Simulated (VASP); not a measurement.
The system is MoOs.

```
Mo Os
1.0
     2.78176    0.00000    0.00000
    -1.39088    2.40907    0.00000
     0.00000    0.00000    4.50706
Mo Os
1 1
Direct
  0.66667 0.33333 0.50000
  0.33333 0.66667 0.00000
```

- Program: VASP 6.6.1
- Task: relaxation of cell and atoms
- Functional: LDA
- Potentials or basis: VASP PAW LDA potentials, release 64 (Mo_sv, Os)
- Cutoff: 600 eV
- k mesh: 18 × 18 × 10
- Occupations: methfessel-paxton, width 0.05 eV
- Spin: no spin polarisation

At the start: pressure -15.6 GPa; volume 15.10 Å³/atom.

Q: Where does the relaxation end?

A: Over 7 steps the energy falls by 36.3 meV/atom and the volume is 14.39 Å³/atom (-4.7 %); space group P-6m2 (No. 187, to 0.05 Å).

Step by step:
```
step  energy change (eV)  largest force (eV/Å)  pressure (GPa)  volume (Å³)
   1              0.0000                0.0000          -15.56        30.20
   2              1.0371                0.0000           90.95        24.24
   3             -0.0720                0.0000           -1.33        28.89
   4             -0.0724                0.0000           -0.31        28.81
   5             -0.0724                0.0000            0.08        28.78
   6             -0.0725                0.0000            0.05        28.78
   7             -0.0725                0.0000            0.07        28.78
```

Final structure:
```
Mo Os
1.0
     2.74147    0.00000    0.00000
    -1.37074    2.37418    0.00000
     0.00000    0.00000    4.42198
Mo Os
1 1
Direct
  0.66667 0.33333 0.50000
  0.33333 0.66667 0.00000
```
